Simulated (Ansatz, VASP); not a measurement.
# One calculation of NaH, two programs

```
Na H
1.0
     0.00000    2.47211    2.47211
     2.47211    0.00000    2.47211
     2.47211    2.47211    0.00000
Na H
1 1
Cartesian
  0.0000 0.0000 0.0000
  2.4721 2.4721 2.4721
```

Change from the starting cell: volume scaled by 1.04.

Alike in both runs: task single point; functional PBEsol; k mesh 9 × 9 × 9; occupations fermi-dirac, width 0.05 eV; no spin polarisation.

|  | VASP | Ansatz |
| --- | --- | --- |
| version | VASP 6.6.1 | Ansatz 0.2.0 |
| potentials or method | VASP PAW PBE potentials, release 64 (Na_pv, H), cutoff 520 eV | all-electron LAPW, scalar-relativistic |

```tsv
	VASP	Ansatz	Ansatz less VASP
gap on the k mesh at the Fermi level (eV)	3.75	3.76	+0.002
least direct gap on the mesh (eV)	4.46	4.46	+0.002
pressure (GPa)	-1.9	-1.9	+0.03
```

VASP's potentials were made for PBE, not for PBEsol. Ansatz ran all-electron here, and VASP with PAW potentials.
